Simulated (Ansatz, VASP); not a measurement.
## ZnCu in VASP and in Ansatz

```
Zn Cu
1.0
     2.98776    0.00000    0.00000
     0.00000    2.98776    0.00000
     0.00000    0.00000    2.98776
Zn Cu
1 1
Direct
  0.50000 0.50000 0.50000
  0.00000 0.00000 0.00000
```

Alike in both runs: task single point; functional PBE; k mesh 14 × 14 × 14; occupations gaussian, width 0.1 eV; no spin polarisation.

```csv
,VASP,Ansatz
version,VASP 6.6.1,Ansatz 0.2.0
potentials or method,"VASP PAW PBE potentials, release 64 (Zn, Cu_sv_GW), cutoff 700 eV","scalar-relativistic, plane waves, PAW"
valence electrons in the cell,31,31
```

Ansatz gave:

```
gap on the k mesh at the Fermi level (eV) : none
pressure (GPa)                            : -2.7
```

**Question.** Estimate VASP's values.

**Answer.** gap on the k mesh at the Fermi level (eV): none; pressure (GPa): -4.6.

A gap of «none» marks a metal or a gap that the smearing closes.
